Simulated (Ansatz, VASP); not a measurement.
## HgTe in VASP and in Ansatz

```
Hg Te
1.0
     0.00000    3.22350    3.22350
     3.22350    0.00000    3.22350
     3.22350    3.22350    0.00000
Hg Te
1 1
Direct
  0.00000 0.00000 0.00000
  0.75000 0.75000 0.75000
```

Alike in both runs: task single point; functional PBE; k mesh 9 × 9 × 9; occupations fermi-dirac, width 0.05 eV; non-collinear spin, spin-orbit coupling.

|  | VASP | Ansatz |
| --- | --- | --- |
| version | VASP 6.6.1 | Ansatz 0.2.0 |
| potentials or method | VASP PAW PBE potentials, release 64 (Hg, Te), cutoff 520 eV | all-electron LAPW |

Ansatz gave:

```
pressure (GPa)           : 3.6
net moment per atom (μB) : 0.00
```

Q: What did VASP give for the same quantities?

A: Pressure (GPa): 3.9; net moment per atom (μB): 0.00.

Ansatz ran all-electron here, and VASP with PAW potentials.
